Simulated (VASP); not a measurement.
Wanted: the native input for a VASP 6.6.1 run.

| Item | Value |
| --- | --- |
| Task | single point |
| Functional | PBE |
| Potentials or basis | VASP PAW PBE potentials, release 64 (W_sv, C) |
| Cutoff | 520 eV |
| k mesh | 9 × 9 × 1 |
| Occupations | gaussian, width 0.1 eV |
| Spin | no spin polarisation |
| Dipole correction | yes |
| Further INCAR settings | ALGO = Normal; EDIFF = 1e-06; NBANDS = 31 |

The structure of W3C lies in POSCAR:

```
W3C
1.0
    2.8545944806      0.0000000000      0.0000000000
   -1.4272972403      2.4721513377      0.0000000000
    0.0000000000      0.0000000000     21.6971108210
W C
3 1
Direct
    0.6666666667      0.3333333333      0.1843563428
    0.3333333333      0.6666666667      0.2926027619
    0.0000000000      0.0000000000      0.4008418859
    0.0000000000      0.0000000000      0.5911898099
```

One way to write it, as run:

INCAR

```
ALGO = Normal
DIPOL = 0.5 0.5 0.367
EDIFF = 1E-6
ENCUT = 520
GGA = PE
IDIPOL = 3
ISIF = 2
ISMEAR = 0
LASPH = T
LCHARG = T
LDIPOL = T
LELF = T
LREAL = F
LVACPOTAV = T
LVHAR = T
LWAVE = F
NBANDS = 31
NELM = 60
PREC = Accurate
SIGMA = 0.1
```

KPOINTS

```
k-points
0
Gamma
  9 9 1
```

Potentials or basis: VASP PAW PBE potentials, release 64 (W_sv, C).

Launch:

```console
$ cat potpaw_PBE.64/W_sv/POTCAR potpaw_PBE.64/C/POTCAR > POTCAR
$ mpirun -np 1 vasp_std > vasp.out
```

It gave:

| Item | Value |
| --- | --- |
| Largest force | 0.227 eV/Å |
| Band gap on the k mesh | zero (bands 23 and 24 overlap by 1.26 eV) |

Caveat: spin-orbit coupling is left out, which moves the levels of the heavy elements.

Wall time 4.8 min on 1 thread of Intel Xeon 8259CL, with other jobs on the host, peak memory 0.31 GiB.
